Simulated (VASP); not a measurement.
## ZrIn2S2: relaxation of cell and atoms with PBE

The system is ZrIn2S2.

```
CELL_PARAMETERS angstrom
1.63056 -10.49328 0.00000
1.63056 10.49328 0.00000
0.00000 0.00000 3.27971
ATOMIC_POSITIONS crystal
Zr 0.00000 0.00000 0.00000
In 0.17824 0.82176 0.00000
In 0.82176 0.17824 0.00000
S 0.43043 0.56957 0.50000
S 0.56957 0.43043 0.50000
```

The cell was built from a structure type or drawn by symmetry, and may not be a known phase.

```json
{"Program": "VASP 6.6.1", "Task": "relaxation of cell and atoms", "Functional": "PBE", "Potentials or basis": "VASP PAW PBE potentials, release 64 (Zr_sv, In_d, S)", "Cutoff": "600 eV", "k mesh": "6 × 6 × 6", "Occupations": "gaussian, width 0.1 eV", "Spin": "no spin polarisation", "Dipole correction": "no", "Further INCAR settings": "ALGO = Normal; EDIFF = 1e-07; IBRION = 2; EDIFFG = -0.04; NSW = 90; ISIF = 3"}
```

```
Relaxed volume                        : 22.34 Å³/atom
Relaxed cell                          : a = 10.517 Å, b = 10.517 Å, c = 3.280 Å, α = 90.00°, β = 90.00°, γ = 162.06°
Space group after relaxing (to 0.1 Å) : Cmmm (No. 65)
Energy gained by relaxing             : 4.8 meV/atom
Ionic steps                           : 10
Pressure after relaxing               : 0.0 GPa
Largest force after relaxing          : 0.021 eV/Å
Band gap on the k mesh                : zero (bands 25 and 26 overlap by 1.32 eV)
```

Forces on the atoms (eV/Å):
```
Zr   0.000  0.000  0.000
In   0.000  0.018  0.000
In   0.000 -0.018  0.000
S    0.000 -0.021  0.000
S    0.000  0.021  0.000
```

The path:
```
step  energy change (eV)  largest force (eV/Å)  pressure (GPa)  volume (Å³)
   1              0.0000                0.2256           -0.28       112.23
   2             -0.0075                0.2001            0.05       111.60
   3             -0.0110                0.1549            0.52       110.77
   4             -0.0157                0.1253            0.30       111.01
   5             -0.0197                0.0456           -0.16       111.55
   6             -0.0222                0.0248           -0.02       111.37
   7             -0.0225                0.0353            0.06       111.27
   8             -0.0230                0.0415            0.04       111.37
   9             -0.0234                0.0551            0.01       111.59
  10             -0.0238                0.0208            0.02       111.71
```

Final structure:
```
Zr In S
1.0
     1.63936  -10.38853    0.00000
     1.63936   10.38853    0.00000
     0.00000    0.00000    3.27963
Zr In S
1 2 2
Direct
  0.00000 0.00000 0.00000
  0.17459 0.82541 0.00000
  0.82541 0.17459 0.00000
  0.43013 0.56987 0.50000
  0.56987 0.43013 0.50000
```

Levels at points of the mesh, in eV from the Fermi level:
```csv
k point,band 22,band 23,band 24,band 25,band 26,band 27,band 28,band 29
"(0.00, 0.00, 0.00)",-1.93,-1.80,-1.79,-0.95,0.61,0.97,2.64,3.83
"(0.50, 0.00, 0.00)",-3.26,-2.91,-1.12,-0.86,-0.57,0.23,1.59,2.79
"(0.50, 0.50, 0.00)",-2.40,-1.93,-1.79,-1.79,0.96,1.93,2.64,3.80
"(0.00, 0.00, 0.50)",-2.90,-2.16,-1.43,-1.27,-0.85,0.58,1.59,2.57
"(0.50, 0.00, 0.50)",-2.15,-1.85,-1.26,-0.33,0.08,0.21,0.29,1.19
"(0.50, 0.50, 0.50)",-3.36,-2.90,-0.85,-0.73,-0.25,0.14,1.59,1.86
```

It took 57 min on 1 thread of Intel(R) Xeon(R) Platinum 8259CL CPU @ 2.50GHz (Skylake/Cascade Lake), with other jobs on the host, peak memory 0.65 GiB.

Caveat: spin-orbit coupling is left out, which moves the levels of the heavy elements.
